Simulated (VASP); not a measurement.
Wanted: the native input for a VASP 6.6.1 run.

```
Task                               : single point
Functional                         : HSE06
Potentials or basis                : VASP PAW PBE potentials, release 64 (C_h)
Cutoff                             : 1000 eV
k mesh                             : 8 × 8 × 8
Occupations                        : gaussian, width 0.01 eV
Spin                               : no spin polarisation
Dipole correction                  : no
Grid for exact exchange (PRECFOCK) : Normal
Further INCAR settings             : ALGO = Normal; EDIFF = 1e-06; NBANDS = 11
Share of exact exchange            : 0.25
Screening parameter                : 0.2079 1/Å
```

The system is C.

```
CELL_PARAMETERS angstrom
0.00000 1.78012 1.78012
1.72067 0.00000 1.78012
1.72067 1.78012 0.00000
ATOMIC_POSITIONS crystal
C 0.00000 0.00000 0.00000
C 0.25000 0.25000 0.25000
```

This cell differs from its parent crystal: uniaxial x strain -3.3%.

One way to write it, as run:

POSCAR

```
C
1.0
    0.0000000000      1.7801241411      1.7801241411
    1.7206679948      0.0000000000      1.7801241411
    1.7206679948      1.7801241411      0.0000000000
C
2
Direct
    0.0000000000      0.0000000000      0.0000000000
    0.2500000000      0.2500000000      0.2500000000
```

INCAR.step1

```
SYSTEM = C
PREC = Accurate
ENCUT = 1000
EDIFF = 1E-5
ISMEAR = 0
SIGMA = 0.01
LREAL = .False.
LASPH = .True.
NELM = 120
ALGO = Normal
ISIF = 2
LWAVE = .True.
NBANDS = 11
GGA = PE
GGA_COMPAT = .False.
```

INCAR.step2

```
SYSTEM = C
PREC = Accurate
ENCUT = 1000
EDIFF = 1E-6
ISMEAR = 0
SIGMA = 0.01
LREAL = .False.
LASPH = .True.
NELM = 120
ALGO = Normal
ISIF = 2
LWAVE = .False.
LCHARG = .True.
GGA = PE
LHFCALC = .True.
HFSCREEN = 0.2079
PRECFOCK = Normal
LELF = .True.
LVHAR = .True.
NBANDS = 11
ISTART = 1
GGA_COMPAT = .False.
```

KPOINTS

```
regular mesh
0
Gamma
  8 8 8
  0 0 0
```

Potentials or basis: VASP PAW PBE potentials, release 64 (C_h).

Run with:

```console
$ cat potpaw_PBE.64/C_h/POTCAR > POTCAR
$ cp INCAR.step1 INCAR
$ mpirun -np 1 vasp_std > vasp.out
$ cp INCAR.step2 INCAR
$ mpirun -np 1 vasp_std > vasp.out
```

It gave:

```yaml
Pressure: 10.6 GPa
Band_gap_on_the_k_mesh: 4.45 eV (least direct gap 6.46 eV)
```

Caveat: the cell differs from its parent crystal (uniaxial x strain -3.3%); the stress differs along the axes, from -1 to 33 GPa; the PAW data sets were made with another functional, which shifts forces and pressure a little.

Wall time 46 min on 1 thread of Intel(R) Xeon(R) Platinum 8259CL CPU @ 2.50GHz (Skylake/Cascade Lake), with other jobs on the host, peak memory 0.28 GiB.
